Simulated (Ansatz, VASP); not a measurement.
# HfN: VASP beside Ansatz

```
Hf N
1.0
     0.00000    2.28995    2.19835
     2.28995    0.00000    2.19835
     2.28995    2.28995    0.00000
Hf N
1 1
Direct
  0.00000 0.00000 0.00000
  0.50000 0.50000 0.50000
```

Alike in both runs: task single point; functional PBE; k mesh 20 × 20 × 20; occupations gaussian, width 0.1 eV; no spin polarisation.

|  | VASP | Ansatz |
| --- | --- | --- |
| version | VASP 6.6.1 | Ansatz 0.2.0 |
| potentials or method | VASP PAW PBE potentials, release 64 (Hf_pv, N), cutoff 520 eV | scalar-relativistic, plane waves, PAW |
| valence electrons in the cell | 15 | 31 |

```tsv
	VASP	Ansatz	Ansatz less VASP
gap on the k mesh at the Fermi level (eV)	none	none	-
pressure (GPa)	4.1	6.5	+2.38
traceless stress, the component that is largest in VASP (GPa)	14.47	14.61	+0.142
```

A gap of «none» marks a metal or a gap that the smearing closes. VASP's potentials hold 15 valence electrons a cell and Ansatz's 31, so a difference there can come from the potentials and not from the codes.

Spin-orbit coupling is off throughout.
